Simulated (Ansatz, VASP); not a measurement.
Two plane-wave programs on W

Contents of INCAR:

```
ALGO = Normal
EDIFF = 1E-6
ENCUT = 500
GGA = PE
GGA_COMPAT = F
ISIF = 2
ISMEAR = 0
LASPH = T
LCHARG = F
LDAU = T
LDAUJ = 0.41
LDAUL = 2
LDAUPRINT = 1
LDAUTYPE = 1
LDAUU = 6
LMAXMIX = 4
LREAL = F
LWAVE = F
NBANDS = 13
NELM = 200
PREC = Accurate
SIGMA = 0.1
```

File KPOINTS:

```
k-points
0
Gamma
  6 6 6
```

Contents of POSCAR:

```
W
1.0
   -1.5851577801      1.5851577801      1.5851577801
    1.5851577801     -1.5851577801      1.5851577801
    1.5851577801      1.5851577801     -1.5851577801
W
1
Direct
    0.0000000000      0.0000000000      0.0000000000
```

Input for Ansatz:

```yaml
crystal:
  lattice:
    - [-1.5851577801, 1.5851577801, 1.5851577801]
    - [1.5851577801, -1.5851577801, 1.5851577801]
    - [1.5851577801, 1.5851577801, -1.5851577801]
  atoms:
    - { symbol: W, position: [0.0, 0.0, 0.0] }
basis:
  ecutwfc: 420
kpoints:
  mp_grid: { grid: [6, 6, 6] }
hamiltonian:
  xc: pbe
  hubbard: { sites: [{ species: W, l: d, u: 6.0, j: 0.41 }] }
scf:
  occupations: { method: gaussian, width: 0.1 }
output:
  forces: true
  stress: true
  eigenvalues: true
```

Alike in both runs: task single point; functional PBE; k mesh 6 × 6 × 6; occupations gaussian, width 0.1 eV; no spin polarisation; Hubbard terms W d U = 6.0 eV, J = 0.41 eV.

|  | VASP | Ansatz |
| --- | --- | --- |
| version | VASP 6.6.1 | Ansatz 0.2.0 |
| potentials or method | VASP PAW PBE potentials, release 64 (W_sv), cutoff 500 eV | scalar-relativistic, plane waves, PAW |
| valence electrons in the cell | 14 | 14 |

Ansatz gave:

* gap on the k mesh at the Fermi level (eV): none
* pressure (GPa): 7.2

Question: What did VASP give for the same quantities?

Answer: gap on the k mesh at the Fermi level (eV): none; pressure (GPa): 18.8.

The programs project onto different local orbitals, so the same U acts differently, and such runs can settle in different states. A gap of «none» marks a metal or a gap that the smearing closes. Ansatz's warnings: filled band counts differ across k points.

The k mesh is coarse, so the values compare programs but aren't converged. Spin-orbit coupling is off throughout.
